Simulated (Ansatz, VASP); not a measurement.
**Two plane-wave programs on SnO2**

POSCAR

```
SnO2
1.0
    1.6500502586      0.9526569610      4.1194761000
   -1.6500502586      0.9526569610      4.1194761000
    0.0000000000     -1.9053139220      4.1194761000
Sn O
1 2
Direct
    0.5000000000      0.5000000000      0.5000000000
    0.2412464623      0.2412464623      0.2412464623
    0.7587535377      0.7587535377      0.7587535377
```

File INCAR.step1:

```
ALGO = Normal ; EDIFF = 1E-4
ENCUT = 520 ; GGA = PE
ISMEAR = 0 ; LASPH = True
LCHARG = False ; LREAL = False
LWAVE = True ; NBANDS = 20
NELM = 60 ; PREC = Accurate
SIGMA = 0.05
```

File INCAR.step2:

```
ALGO = Normal ; EDIFF = 1E-6
ENCUT = 520 ; ISIF = 2
ISMEAR = 0 ; ISTART = 1
LASPH = True ; LCHARG = True
LELF = True ; LMIXTAU = True
LREAL = False ; LVHAR = True
LWAVE = False ; METAGGA = R2SCAN
NBANDS = 20 ; NELM = 60
PREC = Accurate ; SIGMA = 0.05
```

KPOINTS

```
k-points
0
Gamma
  12 12 12
```

Input for Ansatz:

```yaml
crystal:
  lattice:
    - [1.6500502586, 0.952656961, 4.1194761]
    - [-1.6500502586, 0.952656961, 4.1194761]
    - [0.0, -1.905313922, 4.1194761]
  atoms:
    - { symbol: Sn, position: [0.5, 0.5, 0.5] }
    - { symbol: O, position: [0.2412464623, 0.2412464623, 0.2412464623] }
    - { symbol: O, position: [0.7587535377, 0.7587535377, 0.7587535377] }
basis:
  ecutwfc: 500
kpoints:
  mp_grid: { grid: [12, 12, 12] }
hamiltonian:
  xc: r2scan
scf:
  occupations: { method: gaussian, width: 0.05 }
output:
  forces: true
  stress: true
  eigenvalues: true
```

Alike in both runs: task single point; functional r2SCAN; k mesh 12 × 12 × 12; occupations gaussian, width 0.05 eV; no spin polarisation.

|  | VASP | Ansatz |
| --- | --- | --- |
| version | VASP 6.6.1 | Ansatz 0.2.0 |
| potentials or method | VASP PAW PBE potentials, release 64 (Sn_d, O), cutoff 520 eV | scalar-relativistic, plane waves, PAW |
| valence electrons in the cell | 26 | 26 |

Ansatz gave:

- gap on the k mesh at the Fermi level (eV): 1.79
- least direct gap on the mesh (eV): 1.79
- pressure (GPa): -5.7
- traceless stress, the component that is largest in VASP (GPa): 5.94
- rms of the force components (eV/Å): 0.056

Problem. Which values does VASP return?

Solution. gap on the k mesh at the Fermi level (eV): 1.79; least direct gap on the mesh (eV): 1.79; pressure (GPa): -4.7; traceless stress, the component that is largest in VASP (GPa): 5.23; rms of the force components (eV/Å): 0.091.

VASP's potentials were made for PBE, not for r2SCAN. Atom by atom the forces differ by 0.035 eV/Å (rms over components).
